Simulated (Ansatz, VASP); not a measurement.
## Ag: VASP beside Ansatz

INCAR

```
SYSTEM = Ag
ALGO = Normal ; EDIFF = 1E-6
ENCUT = 520 ; GGA = PS
ISIF = 2 ; ISMEAR = -1
LASPH = .True. ; LCHARG = .False.
LREAL = .False. ; LWAVE = .False.
NBANDS = 18 ; NELM = 100
PREC = Accurate ; SIGMA = 0.08
```

Contents of KPOINTS:

```
k-points
0
Gamma
  13 13 13
  0 0 0
```

Contents of POSCAR:

```
Ag
1.0
    0.0000000000      2.5463120116      2.5463120116
    2.5463120116      0.0000000000      2.5463120116
    2.5463120116      2.5463120116      0.0000000000
Ag
2
Direct
   -0.1250000000     -0.1250000000     -0.1250000000
    0.1250000000      0.1250000000      0.1250000000
```

Input for Ansatz:

```yaml
crystal:
  lattice:
    - [0.0, 2.5463120116, 2.5463120116]
    - [2.5463120116, 0.0, 2.5463120116]
    - [2.5463120116, 2.5463120116, 0.0]
  atoms:
    - { symbol: Ag, position: [-0.125, -0.125, -0.125] }
    - { symbol: Ag, position: [0.125, 0.125, 0.125] }
kpoints:
  mp_grid: { grid: [13, 13, 13] }
scf:
  occupations: { method: fermi_dirac, width: 0.08 }
hamiltonian:
  xc: pbesol
  pseudopotentials: { kind: all_electron, lapw: { basis_error: 0.001 } }
output:
  forces: true
  stress: true
  eigenvalues: true
  populations: true
```

Change from the starting cell: volume scaled by 0.6, LAPW.

Alike in both runs: task single point; functional PBEsol; k mesh 13 × 13 × 13; occupations fermi-dirac, width 0.08 eV; no spin polarisation.

|  | VASP | Ansatz |
| --- | --- | --- |
| version | VASP 6.6.1 | Ansatz 0.2.0 |
| potentials or method | VASP PAW PBE potentials, release 64 (Ag), cutoff 520 eV | all-electron LAPW, scalar-relativistic |

```csv
,VASP,Ansatz,Ansatz less VASP
pressure (GPa),85.0,87.5,+2.46
```

VASP's potentials were made for PBE, not for PBEsol. Both programs put the cell under a high pressure, so it lies far from rest at this level. Ansatz ran all-electron here, and VASP with PAW potentials.

Noted on VASP's run: the cell as given lies far from equilibrium.
